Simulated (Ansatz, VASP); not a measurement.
Zr2N: VASP beside Ansatz

```
Zr N
1.0
     5.41300    0.00000    0.00000
     0.00000    5.41300    0.00000
     0.00000    0.00000    3.30779
Zr N
4 2
Direct
  0.29613 0.29613 0.00000
  0.70387 0.70387 0.00000
  0.79613 0.20387 0.50000
  0.20387 0.79613 0.50000
  0.00000 0.00000 0.00000
  0.50000 0.50000 0.50000
```

Alike in both runs: task single point; functional PBEsol; k mesh 8 × 8 × 10; occupations tetrahedron; no spin polarisation.

```csv
,VASP,Ansatz
version,VASP 6.6.1,Ansatz 0.2.0
potentials or method,"VASP PAW PBE potentials, release 64 (Zr_sv, N), cutoff 520 eV","scalar-relativistic, plane waves, PAW"
valence electrons in the cell,58,58
```

|  | VASP | Ansatz | Ansatz less VASP |
| --- | --- | --- | --- |
| gap on the k mesh at the Fermi level (eV) | none | none | - |
| pressure (GPa) | -4.6 | -4.8 | -0.23 |
| traceless stress, the component that is largest in VASP (GPa) | -0.68 | -0.69 | -0.007 |
| rms of the force components (eV/Å) | 0.030 | 0.033 | +0.0024 |

VASP's potentials were made for PBE, not for PBEsol. Atom by atom the forces differ by 0.002 eV/Å (rms over components). A gap of «none» marks a metal or a gap that the smearing closes. With one functional, cell and mesh, what is left measures potentials, basis and numerics. Ansatz's warnings: band table not solved further, tetrahedron derivatives may miss energy slope.
